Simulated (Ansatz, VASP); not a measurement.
# Two plane-wave programs on BeTe6Br

Contents of INCAR:

```
SYSTEM = BeTe6Br
  PREC = Accurate
  ENCUT = 600
  EDIFF = 1E-7
  ISMEAR = 0
  SIGMA = 0.1
  LREAL = .FALSE.
  LASPH = .TRUE.
  NELM = 100
  ALGO = Normal
  ISIF = 3
  LWAVE = .FALSE.
  LCHARG = .FALSE.
  GGA = PE
  IBRION = 2
  NSW = 90
  EDIFFG = -0.04
```

File KPOINTS:

```
regular mesh
0
G
  4 4 4
  0 0 0
```

File POSCAR:

```
BeTe6Br
1.0
    0.0000000000      5.3089469700      5.3089469700
    5.3089469700      0.0000000000      5.3089469700
    5.3089469700      5.3089469700      0.0000000000
Be Te Br
1 6 1
Direct
    0.5000000000      0.5000000000      0.5000000000
    0.5000000000      0.0000000000      0.0000000000
    0.0000000000      0.5000000000      0.5000000000
    0.0000000000      0.5000000000      0.0000000000
    0.5000000000      0.0000000000      0.5000000000
    0.0000000000      0.0000000000      0.5000000000
    0.5000000000      0.5000000000      0.0000000000
    0.0000000000      0.0000000000      0.0000000000
```

Input for Ansatz:

```yaml
crystal:
  lattice:
    - [0.0, 5.30894697, 5.30894697]
    - [5.30894697, 0.0, 5.30894697]
    - [5.30894697, 5.30894697, 0.0]
  atoms:
    - { symbol: Be, position: [0.5, 0.5, 0.5] }
    - { symbol: Te, position: [0.5, 0.0, 0.0] }
    - { symbol: Te, position: [0.0, 0.5, 0.5] }
    - { symbol: Te, position: [0.0, 0.5, 0.0] }
    - { symbol: Te, position: [0.5, 0.0, 0.5] }
    - { symbol: Te, position: [0.0, 0.0, 0.5] }
    - { symbol: Te, position: [0.5, 0.5, 0.0] }
    - { symbol: Br, position: [0.0, 0.0, 0.0] }
basis:
  ecutwfc: 420
kpoints:
  mp_grid: { grid: [4, 4, 4] }
hamiltonian:
  xc: pbe
scf:
  occupations: { method: gaussian, width: 0.1 }
  lower_state_search: "off"
output:
  forces: true
  stress: true
  eigenvalues: true
relax:
  adjacent_minimum: "off"
  f_tol: 0.04
  max_steps: 70
  cell: { stress_tol: 0.4 }
```

Alike in both runs: task relaxation of cell and atoms; functional PBE; k mesh 4 × 4 × 4; occupations gaussian, width 0.1 eV; no spin polarisation.

|  | VASP | Ansatz |
| --- | --- | --- |
| version | VASP 6.6.1 | Ansatz 0.2.0 |
| potentials or method | VASP PAW PBE potentials, release 64 (Be, Te, Br), cutoff 600 eV | scalar-relativistic, plane waves, PAW |
| valence electrons in the cell | 45 | 105 |

|  | VASP | Ansatz | Ansatz less VASP |
| --- | --- | --- | --- |
| gap on the k mesh at the Fermi level, each at its own relaxed structure (eV) | none | none | - |
| relaxed volume (Å³/atom) | 26.43 | 26.50 | +0.072 |
| relaxed length of the cell vector where the two differ most in proportion (Å) | 6.687 | 6.693 | +0.0061 |

A gap of «none» marks a metal or a gap that the smearing closes. VASP's potentials hold 45 valence electrons a cell and Ansatz's 105, so a difference there can come from the potentials and not from the codes.

Spin-orbit coupling is off throughout. Noted on VASP's run: the volume moved by over 15 % at a fixed basis, so the end points are rough.
